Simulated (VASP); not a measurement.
# BaTiO3 (P4mm) in VASP: single point with r2SCAN

Aim: the single point of BaTiO3 with r2SCAN.

Everything below comes from runs of VASP 6.6.1. Logs are shortened: lines on timing, memory, paths and dates and some standing lists are left out, and cuts for length are marked.

### 1 The cell of the first run

It takes space group P4mm (No. 99, tetragonal). Conventional cell: a = 3.969 Å, b = 3.969 Å, c = 4.002 Å, α = 90.00°, β = 90.00°, γ = 90.00°. Ti (site symmetry 4mm) has 6 O at 1.87 to 2.13 Å within 2.5 Å. Within 2.6 Å of O (site symmetry 2mm) lie 2 Ti at 1.99 Å. Within 2.5 Å of O (site symmetry 4mm) lie 2 Ti at 1.87 to 2.13 Å. Within 3.6 Å of Ba (site symmetry 4mm) lie 12 O at 2.76 to 2.88 Å and 8 Ti at 3.42 to 3.47 Å.

### 2 Single point, r2SCAN, collinear spin, zero start

File POSCAR:

```
BaTiO3
1.0
   -3.9688181300     -3.9688181300      0.0000000000
   -3.9688181300      3.9688181300      0.0000000000
    0.0000000000      0.0000000000     -4.0021277700
Ti O Ba
2 6 2
Direct
    0.0000000000      0.5000000000      0.4900000000
    0.5000000000      0.0000000000      0.4900000000
    0.7500000000      0.7500000000      0.5210000000
    0.2500000000      0.2500000000      0.5210000000
    0.7500000000      0.2500000000      0.5210000000
    0.2500000000      0.7500000000      0.5210000000
    0.0000000000      0.5000000000      0.0220000000
    0.5000000000      0.0000000000      0.0220000000
    0.0000000000      0.0000000000      0.0000000000
    0.5000000000      0.5000000000      0.0000000000
```

File INCAR.step1:

```
SYSTEM = BaTiO3
  PREC = Accurate
  ENCUT = 520
  ISMEAR = 0
  SIGMA = 0.1698
  LREAL = .FALSE.
  LASPH = .TRUE.
  NELM = 150
  ISPIN = 2
  MAGMOM = 0 0 0 0 0 0 0 0 0 0
  LMAXMIX = 4
  NBANDS = 55
  GGA = PE
  ALGO = Normal
  EDIFF = 1E-4
  LWAVE = .TRUE.
  LCHARG = .FALSE.
```

File INCAR.step2:

```
SYSTEM = BaTiO3
  PREC = Accurate
  ENCUT = 520
  EDIFF = 1E-7
  ISMEAR = 0
  SIGMA = 0.1698
  LREAL = .FALSE.
  LASPH = .TRUE.
  NELM = 150
  ALGO = Normal
  ISIF = 2
  LWAVE = .FALSE.
  LCHARG = .FALSE.
  ISPIN = 2
  MAGMOM = 0 0 0 0 0 0 0 0 0 0
  LORBIT = 11
  LMAXMIX = 4
  METAGGA = R2SCAN
  LMIXTAU = .TRUE.
  NBANDS = 55
  ISTART = 1
```

File KPOINTS:

```
Automatic mesh
0
G
  3 3 5
  0 0 0
```

Potentials or basis: VASP PAW PBE potentials, release 64 (Ti_sv, O, Ba_sv).

Launch:

```bash
> cat potpaw_PBE.64/Ti_sv/POTCAR potpaw_PBE.64/O/POTCAR potpaw_PBE.64/Ba_sv/POTCAR > POTCAR
> cp INCAR.step1 INCAR
> mpirun -np 1 vasp_std > vasp.out
> cp INCAR.step2 INCAR
> mpirun -np 1 vasp_std > vasp.out
```

OUTCAR:

```text
SYSTEM = BaTiO3
   PREC = Accurate
   ENCUT = 520
   EDIFF = 1E-7
   ISMEAR = 0
   LREAL = .FALSE.
   LASPH = .TRUE.
   NELM = 150
   ISIF = 2
   ISPIN = 2
   LORBIT = 11
   METAGGA = R2SCAN
   ISTART = 1

 ion  position               nearest neighbor table
   1  0.000  0.500  0.490-   7 1.87   4 1.99   5 1.99   6 1.99   3 1.99   7 2.13   9 3.42  10 3.42
                             9 3.42  10 3.42   9 3.47  10 3.47  10 3.47   9 3.47
   2  0.500  0.000  0.490-   8 1.87   4 1.99   5 1.99   6 1.99   3 1.99   8 2.13   9 3.42  10 3.42
                            10 3.42   9 3.42  10 3.47  10 3.47   9 3.47   9 3.47
   3  0.750  0.750  0.521-   1 1.99   2 1.99   9 2.76  10 2.76   9 2.88  10 2.88
   4  0.250  0.250  0.521-   1 1.99   2 1.99   9 2.76  10 2.76   9 2.88  10 2.88
   5  0.750  0.250  0.521-   1 1.99   2 1.99   9 2.76  10 2.76   9 2.88  10 2.88
   6  0.250  0.750  0.521-   1 1.99   2 1.99   9 2.76  10 2.76   9 2.88  10 2.88
   7  0.000  0.500  0.022-   1 1.87   1 2.13  10 2.81   9 2.81   9 2.81  10 2.81
   8  0.500  0.000  0.022-   2 1.87   2 2.13  10 2.81   9 2.81  10 2.81   9 2.81
   9  0.000  0.000  0.000-   3 2.76   4 2.76   5 2.76   6 2.76   7 2.81   8 2.81   7 2.81   8 2.81
                             3 2.88   4 2.88   5 2.88   6 2.88   1 3.42   1 3.42   2 3.42   2 3.42
  10  0.500  0.500  0.000-   3 2.76   4 2.76   5 2.76   6 2.76   7 2.81   8 2.81   8 2.81   7 2.81
                             3 2.88   4 2.88   5 2.88   6 2.88   2 3.42   1 3.42   1 3.42   2 3.42

  LATTYP: Found a simple tetragonal cell.
 ALAT       =     5.6127564260
 C/A-ratio  =     0.7130414125

  Lattice vectors:

 A1 = (  -3.9688181300,  -3.9688181300,   0.0000000000)
 A2 = (  -3.9688181300,   3.9688181300,   0.0000000000)
 A3 = (   0.0000000000,   0.0000000000,  -4.0021277700)

Analysis of symmetry for initial positions (statically):
=====================================================================
 Subroutine PRICEL returns following result:

  LATTYP: Found a simple tetragonal cell.
 ALAT       =     3.9688181300
 C/A-ratio  =     1.0083928361
[... 12 lines left out ...]
 Subroutine GETGRP returns: Found  8 space group operations
 (whereof  8 operations were pure point group operations)
 out of a pool of 16 trial point group operations.

The static configuration has the point symmetry C_4v.

Analysis of symmetry for dynamics (positions and initial velocities):
=====================================================================
 Subroutine PRICEL returns following result:

  LATTYP: Found a simple tetragonal cell.
 ALAT       =     3.9688181300
 C/A-ratio  =     1.0083928361
[... 12 lines left out ...]
 Subroutine GETGRP returns: Found  8 space group operations
 (whereof  8 operations were pure point group operations)
 out of a pool of 16 trial point group operations.

The dynamic configuration has the point symmetry C_4v.

Analysis of structural, dynamic, and magnetic symmetry:
=====================================================================
 Subroutine PRICEL returns following result:

  LATTYP: Found a simple tetragonal cell.
 ALAT       =     3.9688181300
 C/A-ratio  =     1.0083928361
[... 12 lines left out ...]
 Subroutine GETGRP returns: Found  8 space group operations
 (whereof  8 operations were pure point group operations)
 out of a pool of 16 trial point group operations.

The overall configuration has the point symmetry C_4v.

 Subroutine INISYM returns: Found  8 space group operations
 (whereof  8 operations are pure point group operations),
 and found     2 'primitive' translations

----------------------------------------------------------------------------------------

                                     Primitive cell

  volume of cell :      63.0396

  direct lattice vectors                    reciprocal lattice vectors
     0.000000000 -3.968818130  0.000000000     0.000000000 -0.251964179  0.000000000
    -3.968818130  0.000000000  0.000000000    -0.251964179  0.000000000  0.000000000
     0.000000000  0.000000000 -4.002127770     0.000000000  0.000000000 -0.249867085

  length of vectors
     3.968818130  3.968818130  4.002127770     0.251964179  0.251964179  0.249867085

  position of ions in fractional coordinates (direct lattice)
     0.500000000  0.500000000  0.490000000
     0.000000000  0.500000000  0.521000000
     0.500000000  1.000000000  0.521000000
     0.500000000  0.500000000  0.022000000
     0.000000000  0.000000000  0.000000000

  ion indices of the primitive-cell ions
   primitive index   ion index
                 1           1
                 2           3
                 3           5
                 4           7
                 5           9

----------------------------------------------------------------------------------------

 KPOINTS: Automatic mesh

Automatic generation of k-mesh.
 Grid dimensions read from file:
 generate k-points for:    3    3    5

 Generating k-lattice:

  Cartesian coordinates                     Fractional coordinates (reciprocal lattice)
    -0.041994030 -0.041994030  0.000000000     0.333333333  0.000000000  0.000000000
    -0.041994030  0.041994030  0.000000000     0.000000000  0.333333333  0.000000000
[... 24 lines left out ...]
   k-points           NKPTS =      9   k-points in BZ     NKDIM =      9   number of bands    NBANDS=     55
   number of dos      NEDOS =    301   number of ions     NIONS =     10
   total plane-waves  NPLWV =  52920
   dimension x,y,z NGX =    42 NGY =   42 NGZ =   30
   dimension x,y,z NGXF=    84 NGYF=   84 NGZF=   60
   ions per type =               2   6   2
   NGX,Y,Z   is equivalent  to a cutoff of  12.44, 12.44, 12.46 a.u.
   NGXF,Y,Z  is equivalent  to a cutoff of  24.88, 24.88, 24.92 a.u.
 SYSTEM =  BaTiO3
   PREC   = accura    normal or accurate (medium, high low for compatibility)
   ISTART =      1    job   : 0-new  1-cont  2-samecut
   ICHARG =      0    charge: 1-file 2-atom 10-const
   ISPIN  =      2    spin polarized calculation?
   LNONCOLLINEAR =      F non collinear calculations
   LSORBIT =      F    spin-orbit coupling
   LASPH  =      T    aspherical Exc in radial PAW
   ENCUT  =  520.0 eV  38.22 Ry    6.18 a.u.  10.44 10.44  7.44*2*pi/ulx,y,z
   NELM   =    150;   NELMIN=  2; NELMDL=  0     # of ELM steps
   EDIFF  = 0.1E-06   stopping-criterion for ELM
   LREAL  =      F    real-space projection
   EDIFFG = 0.1E-05   stopping-criterion for IOM
   NSW    =      0    number of steps for IOM
   IBRION =     -1    ionic relax: 0-MD 1-quasi-New 2-CG
   NFREE  =      0    steps in history (QN), initial steepest desc. (CG)
   ISIF   =      2    stress and relaxation
   ISYM   =      2    0-nonsym 1-usesym 2-fastsym
   POTIM  = 0.5000    time-step for ionic-motion
   TEBEG  =    0.0;   TEEND  =   0.0 temperature during run
   PSTRESS=    0.0 pullay stress
   NELECT =      80.0000    total number of electrons
   NUPDOWN=      -1.0000    fix difference up-down
   EMIN   =  10.00;   EMAX   =-10.00  energy-range for DOS
   EFERMI =   0.00;   METHOD = LEGACY
   ISMEAR =     0;   SIGMA  =   0.17  broadening in eV -4-tet -1-fermi 0-gaus
   EFERMI_NEDOS =   21; number of points for ismear=-14 and -15
   IALGO  =     38    algorithm
   IMIX   =      4    mixing-type and parameters
     AMIX     =   0.40;   BMIX     =  1.00
     AMIX_MAG =   1.60;   BMIX_MAG =  1.00
  volume/ion in A,a.u.               =      12.61        85.08
  Fermi-wavevector in a.u.,A,eV,Ry     =   1.406772  2.658414 26.926031  1.979007
  Thomas-Fermi vector in A             =   2.529099
   LORBIT       =     11    0 simple, 1 ext, 2 COOP (PROOUT), +10 PAW based schemes
   METAGGA = R2SCAN    functional components
   LHFCALC =     F    Hartree Fock is set to
   AEXX    =    0.0000 exact exchange contribution
   IVDW    =     0    specifies the selected vdW correction
   LEPSILON=     F    determine dielectric tensor
   LRPA    =     F    only Hartree local field effects (RPA)
 spin polarized calculation
 Gauss-broadening in eV      SIGMA  =   0.17
  energy-cutoff  :      520.00
  volume of cell :      126.08
 maximum number of plane-waves:      3427
 NGX is ok and might be reduce to    42
   NGX = 21   NGY = 21   NGZ = 15

 number of electron      79.9999966 magnetization      -0.0000000

 number of electron      79.9999965 magnetization       0.0000000

 Free energy of the ion-electron system (eV)
  ---------------------------------------------------
  ext. energy  EPLUGINS =         0.00000000
  ---------------------------------------------------
  free energy    TOTEN  =      -148.42635231 eV

  energy without entropy =     -148.42635231  energy(sigma->0) =     -148.42635231

 E-fermi :   4.4317     XC(G=0): -12.0107

 val. band max:        3.7009426368   @ k =   0.0000   0.0000   0.4000
 cond. band min:       5.9228715706   @ k =   0.0000   0.0000   0.0000
 fundamental gap:      2.2219289337
 Fermi energy:         4.4316644236

 spin component 1

 k-point     1 :       0.0000    0.0000    0.0000
  band No.  band energies     occupation
      1     -55.0404      1.00000
      2     -55.0378      1.00000
      3     -30.2704      1.00000
      4     -30.2704      1.00000
      5     -30.2487      1.00000
      6     -30.2440      1.00000
[... 484 lines left out ...]
     51      11.9793      0.00000
     52      12.1606      0.00000
 Fermi energy:         4.4316644236

 spin component 2

 k-point     1 :       0.0000    0.0000    0.0000
  band No.  band energies     occupation
      1     -55.0404      1.00000
      2     -55.0378      1.00000
      3     -30.2704      1.00000
      4     -30.2704      1.00000
      5     -30.2487      1.00000
      6     -30.2440      1.00000
[... 484 lines left out ...]
     51      11.9793      0.00000
     52      12.1606      0.00000
 [bands above 52 left out]

------------------------ aborting loop because EDIFF is reached ----------------------------------------

  FORCE on cell =-STRESS in cart. coord.  units (eV):
  Direction    XX          YY          ZZ          XY          YZ          ZX
  --------------------------------------------------------------------------------------
  -------------------------------------------------------------------------------------
  Total        3.8331002      3.8331002      4.3007513      0.0000000      0.0000000      0.0000000
  in kB       48.7099195     48.7099195     54.6526938      0.0000000      0.0000000      0.0000000
  external PRESSURE =      50.6908443 kB  Pullay stress =       0.0000000 kB

 VOLUME and BASIS-vectors are now :
 -----------------------------------------------------------------------------
  energy-cutoff  :      520.00
  volume of cell :      126.08
      direct lattice vectors                 reciprocal lattice vectors
    -3.968818130 -3.968818130  0.000000000    -0.125982089 -0.125982089  0.000000000
    -3.968818130  3.968818130  0.000000000    -0.125982089  0.125982089  0.000000000
     0.000000000  0.000000000 -4.002127770     0.000000000  0.000000000 -0.249867085

 POSITION                                       TOTAL-FORCE (eV/Angst)
 -----------------------------------------------------------------------------------
     -1.98441      1.98441     -1.96104         0.000000      0.000000     -0.032546
     -1.98441     -1.98441     -1.96104         0.000000      0.000000     -0.032546
     -5.95323      0.00000     -2.08511         0.000000     -0.000000      0.206387
     -1.98441      0.00000     -2.08511         0.000000     -0.000000      0.206387
     -3.96882     -1.98441     -2.08511        -0.000000      0.000000      0.206387
     -3.96882      1.98441     -2.08511        -0.000000     -0.000000      0.206387
     -1.98441      1.98441     -0.08805         0.000000      0.000000     -0.225557
     -1.98441     -1.98441     -0.08805         0.000000      0.000000     -0.225557
      0.00000      0.00000      0.00000        -0.000000      0.000000     -0.154672
     -3.96882      0.00000      0.00000        -0.000000     -0.000000     -0.154672
 -----------------------------------------------------------------------------------
    total drift:                                0.000000      0.000000     -0.004013

  FREE ENERGIE OF THE ION-ELECTRON SYSTEM (eV)
  ---------------------------------------------------
  free  energy   TOTEN  =      -148.4263523078 eV

  energy  without entropy=     -148.4263523077  energy(sigma->0) =     -148.42635231

 total charge

# of ion       s       p       d       tot
------------------------------------------
    1        2.215   6.283   1.677  10.175
    2        2.215   6.283   1.677  10.175
    3        1.568   3.510   0.000   5.078
    4        1.568   3.510   0.000   5.078
    5        1.568   3.510   0.000   5.078
    6        1.568   3.510   0.000   5.078
    7        1.571   3.509   0.000   5.080
    8        1.571   3.509   0.000   5.080
    9        2.020   5.674   0.319   8.013
   10        2.020   5.674   0.319   8.013
--------------------------------------------------
tot         17.886  44.970   3.993  66.849

 magnetization (x)

# of ion       s       p       d       tot
------------------------------------------
    1       -0.000  -0.000   0.000   0.000
    2       -0.000  -0.000   0.000   0.000
    3       -0.000  -0.000   0.000  -0.000
    4       -0.000  -0.000   0.000  -0.000
    5       -0.000  -0.000   0.000  -0.000
    6       -0.000  -0.000   0.000  -0.000
    7       -0.000  -0.000   0.000  -0.000
    8       -0.000  -0.000   0.000  -0.000
    9        0.000   0.000   0.000   0.000
   10        0.000   0.000   0.000   0.000
--------------------------------------------------
tot         -0.000  -0.000   0.000  -0.000
```

Wall time 11 min (1 thread of AMD EPYC 7R13 (Zen 3), shared host); peak memory 0.3 GiB.

Results:

| Item | Value |
| --- | --- |
| Free energy | -148.4264 eV |
| Pressure | 5.1 GPa |
| Largest force | 0.226 eV/Å |
| Band gap on the k mesh | 2.22 eV |
| Net moment | 0.00 μB per cell |
| Valence electrons inside the program's atomic spheres | Ti 10.18; O 5.08; Ba 8.01 |

Forces in eV/Å, atoms in the order of the input:
```
Ti   0.000  0.000 -0.033
Ti   0.000  0.000 -0.033
O    0.000  0.000  0.206
O    0.000  0.000  0.206
O    0.000  0.000  0.206
O    0.000  0.000  0.206
O    0.000  0.000 -0.226
O    0.000  0.000 -0.226
Ba   0.000  0.000 -0.155
Ba   0.000  0.000 -0.155
```

Stress tensor (GPa, compression positive):
```
4.87 0.00 0.00
0.00 4.87 0.00
0.00 0.00 5.47
```

Caveat: the PAW data sets were made with another functional, which shifts forces and pressure a little; spin-orbit coupling is left out, which moves the levels of the heavy elements.
